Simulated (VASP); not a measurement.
**BiAs (zincblende type): single point with PBE**

The system is BiAs (zincblende type).

```
CELL_PARAMETERS angstrom
0.00000 3.35285 3.35285
3.35285 0.00000 3.35285
3.35285 3.35285 0.00000
ATOMIC_POSITIONS crystal
Bi 0.00000 0.00000 0.00000
As 0.25000 0.25000 0.25000
```

| Quantity | Value |
| --- | --- |
| Program | VASP 6.6.1 |
| Task | single point |
| Functional | PBE |
| Potentials or basis | VASP PAW PBE potentials, release 64 (Bi_d, As) |
| Cutoff | 520 eV |
| k mesh | 10 × 10 × 10 |
| Occupations | gaussian, width 0.2 eV |
| Spin | no spin polarisation |

```
Pressure               : 0.0 GPa
Band gap on the k mesh : zero (bands 10 and 11 overlap by 0.73 eV)
```

Levels at points of the mesh, in eV from the Fermi level:
```tsv
k point	band 7	band 8	band 9	band 10	band 11	band 12	band 13	band 14
(0.00, 0.00, 0.00)	-6.99	-1.55	-1.55	-1.55	0.94	0.94	0.94	3.97
(0.50, 0.00, 0.00)	-9.28	-2.49	-2.38	-2.38	2.03	2.03	4.02	5.89
(0.50, 0.50, 0.00)	-10.37	-3.30	-3.30	-0.50	-0.38	4.64	4.64	6.06
```

Run time: 2.1 min on 1 thread of Intel Xeon 8259CL, with other jobs on the host, peak memory 0.24 GiB.

Caveat: spin-orbit coupling is left out, which moves the levels of the heavy elements.
